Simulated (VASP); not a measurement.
# Si (I4/mmm) in VASP: single point with PBE

Aim: the single point of Si with PBE.

Everything below comes from runs of VASP 6.6.1. Logs are shortened: lines on timing, memory, paths and dates and some standing lists are left out, and cuts for length are marked.

## 1. The cell of the first run

The structure is tetragonal, space group I4/mmm (No. 139). The conventional cell has a = 6.692 Å, b = 6.692 Å, c = 4.054 Å, α = 90.00°, β = 90.00°, γ = 90.00°. Si (site symmetry m2m) has 4 Si at 2.39 to 2.44 Å within 3.2 Å.

## 2. Single point, PBE

Contents of INCAR:

```
SYSTEM = Si
ALGO = Normal
EDIFF = 1E-6
ENCUT = 500
GGA = PE
GGA_COMPAT = .FALSE.
ISIF = 2
ISMEAR = 0
LASPH = .TRUE.
LCHARG = .FALSE.
LREAL = .FALSE.
LWAVE = .FALSE.
NBANDS = 16
NELM = 120
PREC = Accurate
SIGMA = 0.05
```

Contents of KPOINTS:

```
k-points
0
G
  12 12 12
  0 0 0
```

Contents of POSCAR:

```
Si
1.0
   -3.3457641741      3.3457641741      2.0270386424
    3.3457641741     -3.3457641741      2.0270386424
    3.3457641741      3.3457641741     -2.0270386424
Si
4
Direct
    0.1786098831      0.1786098831      0.3572197663
    0.8213901169      0.8213901169      0.6427802337
    0.1786098831      0.8213901169      0.0000000000
    0.8213901169      0.1786098831      0.0000000000
```

Potentials or basis: VASP PAW PBE potentials, release 64 (Si).

Started as:

```
$ cat potpaw_PBE.64/Si/POTCAR > POTCAR
$ mpirun -np 1 vasp_std > vasp.out
```

OUTCAR:

```text
SYSTEM = Si
   EDIFF = 1E-6
   ENCUT = 500
   GGA = PE
   ISIF = 2
   ISMEAR = 0
   LASPH = .TRUE.
   LREAL = .FALSE.
   NELM = 120
   PREC = Accurate

 ion  position               nearest neighbor table
   1  0.179  0.179  0.357-   3 2.39   4 2.39   2 2.44   2 2.44
   2  0.821  0.821  0.643-   3 2.39   4 2.39   1 2.44   1 2.44
   3  0.179  0.821  0.000-   1 2.39   2 2.39   4 2.44   4 2.44
   4  0.821  0.179  0.000-   1 2.39   2 2.39   3 2.44   3 2.44

  LATTYP: Found a body centered tetragonal cell.
 ALAT       =     6.6915283482
 C/A-ratio  =     0.6058522170

  Lattice vectors:

 A1 = (  -3.3457641741,   3.3457641741,   2.0270386424)
 A2 = (   3.3457641741,  -3.3457641741,   2.0270386424)
 A3 = (   3.3457641741,   3.3457641741,  -2.0270386424)

Analysis of symmetry for initial positions (statically):
=====================================================================
 Subroutine PRICEL returns:
 Original cell was already a primitive cell.

 Routine SETGRP: Setting up the symmetry group for a
 body centered tetragonal supercell.

 Subroutine GETGRP returns: Found 16 space group operations
 (whereof 16 operations were pure point group operations)
 out of a pool of 16 trial point group operations.

The static configuration has the point symmetry D_4h.

Analysis of symmetry for dynamics (positions and initial velocities):
=====================================================================
 Subroutine PRICEL returns:
 Original cell was already a primitive cell.

 Routine SETGRP: Setting up the symmetry group for a
 body centered tetragonal supercell.

 Subroutine GETGRP returns: Found 16 space group operations
 (whereof 16 operations were pure point group operations)
 out of a pool of 16 trial point group operations.

The dynamic configuration has the point symmetry D_4h.

 Subroutine INISYM returns: Found 16 space group operations
 (whereof 16 operations are pure point group operations),
 and found     1 'primitive' translations

----------------------------------------------------------------------------------------

                                     Primitive cell

[... 91 lines left out ...]
   LASPH  =      T    aspherical Exc in radial PAW
   ENCUT  =  500.0 eV  36.75 Ry    6.06 a.u.   9.39  9.39  9.39*2*pi/ulx,y,z
   NELM   =    120;   NELMIN=  2; NELMDL= -5     # of ELM steps
   EDIFF  = 0.1E-05   stopping-criterion for ELM
   LREAL  =      F    real-space projection
   EDIFFG = 0.1E-04   stopping-criterion for IOM
   NSW    =      0    number of steps for IOM
   IBRION =     -1    ionic relax: 0-MD 1-quasi-New 2-CG
   NFREE  =      0    steps in history (QN), initial steepest desc. (CG)
   ISIF   =      2    stress and relaxation
   ISYM   =      2    0-nonsym 1-usesym 2-fastsym
   POTIM  = 0.5000    time-step for ionic-motion
   TEBEG  =    0.0;   TEEND  =   0.0 temperature during run
   PSTRESS=    0.0 pullay stress
   NELECT =      16.0000    total number of electrons
   NUPDOWN=      -1.0000    fix difference up-down
   EMIN   =  10.00;   EMAX   =-10.00  energy-range for DOS
   EFERMI =   0.00;   METHOD = LEGACY
   ISMEAR =     0;   SIGMA  =   0.05  broadening in eV -4-tet -1-fermi 0-gaus
   EFERMI_NEDOS =   21; number of points for ismear=-14 and -15
   IALGO  =     38    algorithm
   IMIX   =      4    mixing-type and parameters
     AMIX     =   0.40;   BMIX     =  1.00
     AMIX_MAG =   1.60;   BMIX_MAG =  1.00
  volume/ion in A,a.u.               =      22.69       153.13
  Fermi-wavevector in a.u.,A,eV,Ry     =   0.917932  1.734640 11.464262  0.842600
  Thomas-Fermi vector in A             =   2.042957
   LORBIT       =      0    0 simple, 1 ext, 2 COOP (PROOUT), +10 PAW based schemes
   GGA     = PE    functional components
   LHFCALC =     F    Hartree Fock is set to
   AEXX    =    0.0000 exact exchange contribution
   IVDW    =     0    specifies the selected vdW correction
   LEPSILON=     F    determine dielectric tensor
   LRPA    =     F    only Hartree local field effects (RPA)
 non-spin polarized calculation
 Gauss-broadening in eV      SIGMA  =   0.05
  energy-cutoff  :      500.00
  volume of cell :       90.76
 maximum number of plane-waves:      2347
 NGX is ok and might be reduce to    40
   NGX = 19   NGY = 19   NGZ = 19

 number of electron      16.0000000 magnetization

 Free energy of the ion-electron system (eV)
  ---------------------------------------------------
  ext. energy  EPLUGINS =         0.00000000
  ---------------------------------------------------
  free energy    TOTEN  =       -21.17213665 eV

  energy without entropy =      -21.17201550  energy(sigma->0) =      -21.17207607

 E-fermi :   4.8705     XC(G=0):  -8.8367

 val. band max:        4.8346529357   @ k =   0.5000   0.5000   0.5000
 cond. band min:       4.8750561194   @ k =   0.5000   0.5000   0.5000
 fundamental gap:      0.0404031836
 Fermi energy:         4.8705178408

 k-point     1 :       0.0000    0.0000    0.0000
  band No.  band energies     occupation
      1      -6.7942      2.00000
      2      -2.4946      2.00000
      3      -0.6000      2.00000
      4      -0.6000      2.00000
      5       1.2908      2.00000
      6       3.2509      2.00000
[... 433 lines left out ...]
      3      -1.7955      2.00000
      4       0.0507      2.00000
      5       1.2078      2.00000
      6       2.2249      2.00000
[... 8 lines left out ...]
     15      10.5936      0.00000
     16      10.7384      0.00000

 [... further k-points ...]

------------------------ aborting loop because EDIFF is reached ----------------------------------------

  FORCE on cell =-STRESS in cart. coord.  units (eV):
  Direction    XX          YY          ZZ          XY          YZ          ZX
  --------------------------------------------------------------------------------------
  -------------------------------------------------------------------------------------
  Total       -0.6081117     -0.6081117     -4.8377123      0.0000000      0.0000000      0.0000000
  in kB      -10.7344858    -10.7344858    -85.3960817      0.0000000      0.0000000      0.0000000
  external PRESSURE =     -35.6216844 kB  Pullay stress =       0.0000000 kB

 VOLUME and BASIS-vectors are now :
 -----------------------------------------------------------------------------
  energy-cutoff  :      500.00
  volume of cell :       90.76
      direct lattice vectors                 reciprocal lattice vectors
    -3.345764174  3.345764174  2.027038642     0.000000000  0.149442691  0.246665253
     3.345764174 -3.345764174  2.027038642     0.149442691  0.000000000  0.246665253
     3.345764174  3.345764174 -2.027038642     0.149442691  0.149442691  0.000000000

 POSITION                                       TOTAL-FORCE (eV/Angst)
 -----------------------------------------------------------------------------------
      1.19517      1.19517     -0.00000         0.252889      0.252889     -0.000000
      2.15059      2.15059      2.02704        -0.252889     -0.252889      0.000000
      2.15059     -2.15059      2.02704        -0.252889      0.252889      0.000000
     -2.15059      2.15059      2.02704         0.252889     -0.252889      0.000000
 -----------------------------------------------------------------------------------
    total drift:                               -0.000000     -0.000000      0.000000

  FREE ENERGIE OF THE ION-ELECTRON SYSTEM (eV)
  ---------------------------------------------------
  free  energy   TOTEN  =       -21.1721366484 eV

  energy  without entropy=      -21.1720155003  energy(sigma->0) =      -21.17207607
```

stdout:

```text
POSCAR found type information on POSCAR Si
 POSCAR found :  1 types and       4 ions
 scaLAPACK will be used
 LDA part: xc-table for (Slater+PW92), standard interpolation
 POSCAR, INCAR and KPOINTS ok, starting setup
 FFT: planning ... GRIDC
 FFT: planning ... GRID_SOFT
 FFT: planning ... GRID
 WAVECAR not read
 entering main loop
```

It took 2.1 min on 1 thread of AMD EPYC 9R45 (Zen 5), shared host; peak memory 0.3 GiB.

What came out:

```
Free energy            : -21.1721 eV
Pressure               : -3.6 GPa
Largest force          : 0.358 eV/Å
Band gap on the k mesh : zero (filled and empty bands touch)
```

Forces on the atoms (eV/Å):
```
Si   0.253  0.253  0.000
Si  -0.253 -0.253  0.000
Si  -0.253  0.253  0.000
Si   0.253 -0.253  0.000
```

Stress tensor (GPa, compression positive):
```
-1.07  0.00  0.00
 0.00 -1.07  0.00
 0.00  0.00 -8.54
```

Caveat: the stress differs along the axes, from -9 to -1 GPa; semilocal functionals underestimate gaps, and a narrow one can read as zero.

The gap in the log of VASP goes by the Fermi energy; the results here count the filled bands.